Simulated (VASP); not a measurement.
The system is MnS.

```
Mn S
1.0
     6.19808    0.00000    0.00000
     0.00000    3.09904    0.00000
     0.00000    0.00000    3.09904
Mn S
2 2
Direct
  0.25000 0.50000 0.50000
  0.75000 0.50000 0.50000
  0.00000 0.00000 0.00000
  0.50000 0.00000 0.00000
```

Base run:

| Item | Value |
| --- | --- |
| Program | VASP 6.6.1 |
| Functional | LDA |
| Potentials or basis | VASP PAW LDA potentials, release 64 (Mn_pv, S) |
| Cutoff | 520 eV |
| k mesh | 3 × 6 × 6, shifted |
| Occupations | methfessel-paxton, width 0.01 eV |
| Spin | no spin polarisation |

Its results: pressure -36.0 GPa.

Question: The run is repeated on the same cell with these changes: spin from no spin polarisation to collinear spin, ferromagnetic start; further incar settings from ALGO = Normal; EDIFF = 1e-06; NBANDS = 27 to ALGO = Normal; EDIFF = 1e-06; NBANDS = 31. What comes out?

Answer: Pressure -20.0 GPa; net moment 6.14 μB per cell; site moments Mn +3.08; S -0.10 μB.

Caveats: the cell stands under tension; the run started ferromagnetic, and an antiferromagnetic order may lie lower in energy (at least some runs).
